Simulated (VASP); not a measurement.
Write the native input for VASP 6.6.1 that does the following.

| Item | Value |
| --- | --- |
| Task | single point |
| Functional | PBEsol |
| Potentials or basis | VASP PAW PBE potentials, release 64 (Al, Cu) |
| Cutoff | 520 eV |
| k mesh | 10 × 10 × 14 |
| Occupations | gaussian, width 0.1 eV |
| Spin | no spin polarisation |
| Dipole correction | no |
| Further INCAR settings | ALGO = Normal; EDIFF = 1e-06; NBANDS = 16 |

The structure of Al2Cu (e600) lies in POSCAR:

```
Al2Cu
1.0
    4.0848572809      0.0000000000      0.0000000000
    0.0000000000      4.0848572809      0.0000000000
    0.0000000000      0.0000000000      2.8464075211
Al Cu
2 1
Direct
    0.5000000000      0.0000000000      0.5000000000
    0.0000000000      0.5000000000      0.5000000000
    0.0000000000      0.0000000000      0.0000000000
```

One way to write it, as run:

INCAR

```
ALGO = Normal
EDIFF = 1E-6
ENCUT = 520
GGA = PS
ISIF = 2
ISMEAR = 0
LASPH = True
LCHARG = False
LREAL = False
LWAVE = False
NBANDS = 16
NELM = 80
PREC = Accurate
SIGMA = 0.1
```

KPOINTS

```
k-points
0
Gamma
  10 10 14
```

Potentials or basis: VASP PAW PBE potentials, release 64 (Al, Cu).

Command:

```console
$ cat potpaw_PBE.64/Al/POTCAR potpaw_PBE.64/Cu/POTCAR > POTCAR
$ mpirun -np 1 vasp_std > vasp.out
```

It gave:

| Item | Value |
| --- | --- |
| Pressure | 0.2 GPa |

Caveat: the PAW data sets were made with another functional, which shifts forces and pressure a little.

Run time: 3.2 min on 1 thread of AMD EPYC 7R13, with other jobs on the host, peak memory 0.22 GiB.
